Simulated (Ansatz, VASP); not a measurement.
## Cd in VASP and in Ansatz

```xyz
1
Lattice="0.0000 2.2495 2.2495 2.2495 0.0000 2.2495 2.2495 2.2495 0.0000" Properties=species:S:1:pos:R:3 pbc="T T T"
Cd    0.0000    0.0000    0.0000
```

Alike in both runs: functional PBE; k mesh 14 × 14 × 14; occupations fermi-dirac, width 0.03 eV; no spin polarisation.

Ansatz relaxed the structure, and its values are those at the end. VASP's run is a single point on that final structure, the one shown.

|  | VASP | Ansatz |
| --- | --- | --- |
| version | VASP 6.6.1 | Ansatz 0.2.0 |
| potentials or method | VASP PAW PBE potentials, release 64 (Cd) | PAW with Ansatz's default frozen-core files, scalar-relativistic |
| plane-wave cutoff (eV) | 520 | 420 |
| valence electrons in the cell | 12 | 20 |

|  | VASP | Ansatz | Ansatz less VASP |
| --- | --- | --- | --- |
| pressure (GPa) | 0.2 | 0.0 | -0.24 |

With one functional, cell and mesh, what is left measures potentials, basis and numerics. VASP's potentials hold 12 valence electrons a cell and Ansatz's 20, so a difference there can come from the potentials and not from the codes.
